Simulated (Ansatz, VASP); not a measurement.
One calculation of TiSn, two programs

```xyz
2
Lattice="0.0000 2.8015 2.8015 2.8015 0.0000 2.8015 2.8015 2.8015 0.0000" Properties=species:S:1:pos:R:3 pbc="T T T"
Ti    2.8015    2.8015    2.8015
Sn    0.0000    0.0000    0.0000
```

Alike in both runs: functional PBE; k mesh 6 × 6 × 6; occupations gaussian, width 0.1 eV; no spin polarisation.

Ansatz relaxed the structure, and its values are those at the end. VASP's run is a single point on that final structure, the one shown.

```csv
,VASP,Ansatz
version,VASP 6.6.1,Ansatz 0.2.0
potentials or method,"VASP PAW PBE potentials, release 64 (Ti_sv, Sn_d), cutoff 520 eV","scalar-relativistic, plane waves, PAW"
valence electrons in the cell,26,26
```

```tsv
	VASP	Ansatz	Ansatz less VASP
gap on the k mesh at the Fermi level (eV)	none	none	-
pressure (GPa)	-0.2	-0.1	+0.09
```

A gap of «none» marks a metal or a gap that the smearing closes. With one functional, cell and mesh, what is left measures potentials, basis and numerics.
